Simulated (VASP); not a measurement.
A run of VASP 6.6.1 is set up as follows.

INCAR

```
PREC     = Accurate       # precision mode
ENCUT    = 520            # plane-wave cutoff, eV
EDIFF    = 1E-6           # SCF threshold, eV
ISMEAR   = -1             # smearing method
SIGMA    = 0.02           # smearing width, eV
LREAL    = Auto         
LASPH    = True           # aspherical terms in the spheres
NELM     = 80             # most SCF steps
ALGO     = Normal         # electronic algorithm
ISIF     = 2              # what is computed and relaxed
LWAVE    = False          # write WAVECAR
LCHARG   = True           # write CHGCAR
GGA      = PE             # functional
IVDW     = 12             # dispersion correction
LELF     = True           # ELF
LVHAR    = True         
NBANDS   = 86             # bands
```

KPOINTS

```
Automatic mesh
0
Gamma
  1 1 1
```

File POSCAR:

```
BH3NF3
1.0
    7.6288840000      0.0000000000      0.0000000000
    0.0000000000      7.6288840000      0.0000000000
    0.0000000000      0.0000000000      7.6288840000
B F N H
4 12 4 12
Direct
    0.1781387684      0.1194276909     -0.0475036716
    0.6050164087      0.6485614410      0.9179717505
    0.9678348760      0.5756805320      0.4524514988
    0.2450817184     -0.0109976767      0.4445866525
    0.2572197978     -0.0148383433     -0.1347510330
    0.3166387115      0.2308725627      0.0198063046
    0.0631678238      0.0674803811      0.0841014230
    0.6238527155      0.8331231672      0.9230970087
    0.7414321675      0.5767553944      1.0041311416
    0.5827326775      0.5622840772      0.7556937555
    0.7890407037      0.5725608097      0.4541555488
    1.0593423625      0.5659150146      0.3076334625
    1.0489607654      0.5793507936      0.6070743768
    0.3246608547      0.1423799339      0.4488467776
    0.3146856080     -0.1229930878      0.3364581242
    0.0915730269     -0.0519604178      0.5193026922
    0.6869156747      0.1458011421      0.2661595064
    0.0718846951      0.2401661894      0.8156501003
    0.4250556176      0.6182817828      0.0497451528
    0.7507389023      0.1116677092      0.7330298901
    0.6833896019      0.2829116290      0.2729494904
    0.7376308252      0.1349738704      0.1501530237
    0.5695066277      0.0882435753      0.2523567012
    0.0324162748      0.3572999668      0.8589067549
    0.1388407531      0.2647569422      0.6994338884
   -0.0633120126      0.1881271232      0.7890407037
    0.4158406393      0.4946070749      0.0978780120
    0.4281753399      0.7113622386      0.1344757634
    0.3108580495      0.6253994687     -0.0244203477
    0.6560330449      0.2111973390      0.7403048729
    0.7553005132      0.0889383034      0.6012674986
    0.6885804005      0.0010486462      0.7721706084
```

Potentials or basis: VASP PAW PBE potentials, release 64 (B, F, N, H).

Run with:

```sh
$ cat potpaw_PBE.64/B/POTCAR potpaw_PBE.64/F/POTCAR potpaw_PBE.64/N/POTCAR potpaw_PBE.64/H/POTCAR > POTCAR
$ mpirun -np 1 vasp_gam > vasp.out
```

Task: What does it give for the band gap on the k mesh?

Result: 3.98 eV.

Task: Estimate the largest force.

Result: 4.570 eV/Å.

Forces on the atoms (eV/Å):
```
B    0.310  1.724  0.239
B   -0.840  0.083  0.046
B   -1.786 -0.073  0.725
B   -1.162  0.326 -0.327
F    0.151 -1.127 -0.664
F   -0.299  0.045  0.249
F    0.020 -0.055  0.145
F   -0.471 -0.481 -0.566
F    1.281 -0.959  0.959
F   -0.513  0.831  0.563
F    1.471  0.066 -0.369
F    0.188 -0.001 -0.569
F    0.151 -0.019  0.040
F   -0.294  0.754  0.942
F    0.735 -1.560 -0.726
F    0.582  0.487  0.102
N    0.359  1.484  1.801
N   -0.405 -0.726 -0.773
N   -0.296 -2.190 -4.000
N   -1.012  1.161 -0.834
H   -0.809 -0.997  0.433
H    1.494 -0.820 -2.305
H   -0.921  0.381  0.168
H    0.243  1.180  0.801
H   -0.353 -0.310  0.640
H    0.533 -0.707 -0.400
H    0.340 -0.362  0.576
H   -0.192  1.973  2.311
H    0.532  0.539  0.319
H    0.598 -0.584  0.171
H    0.392  0.253 -0.557
H   -0.027 -0.318  0.860
```

Caveat: the k points lie up to 0.82 Å⁻¹ apart.
